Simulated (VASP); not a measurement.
Here is a VASP 6.6.1 calculation.

The input INCAR:

```
SYSTEM = Zn
  PREC = Accurate
  ENCUT = 520
  EDIFF = 1E-6
  ISMEAR = -1
  SIGMA = 0.2
  LREAL = .FALSE.
  LASPH = .TRUE.
  NELM = 60
  ALGO = Normal
  ISIF = 2
  LWAVE = .FALSE.
  LCHARG = .TRUE.
  LELF = .TRUE.
  LVHAR = .TRUE.
  NBANDS = 19
```

The input KPOINTS:

```
regular mesh
0
G
  14 14 7
  0 0 0
```

POSCAR

```
Zn
1.0
    2.5709734941      0.0000000000      0.0000000000
   -1.2854867470      2.2265283583      0.0000000000
    0.0000000000      0.0000000000      4.7361908757
Zn
2
Direct
    0.3333333333      0.6666666667      0.2500000000
    0.6666666667      0.3333333333      0.7500000000
```

Potentials or basis: VASP PAW LDA potentials, release 64 (Zn).

The run is started by

```bash
$ cat potpaw_LDA.64/Zn/POTCAR > POTCAR
$ mpirun -np 1 vasp_std > vasp.out
```

Task: Predict the pressure.

Result: 0.9 GPa.

Task: What does it give for the band gap on the k mesh?

Result: Zero (band 12 reaches 5.21 eV, above the bottom of band 13 at 0.86 eV).

Stress tensor (GPa, compression positive):
```
1.34 0.00 0.00
0.00 1.34 0.00
0.00 0.00 0.12
```
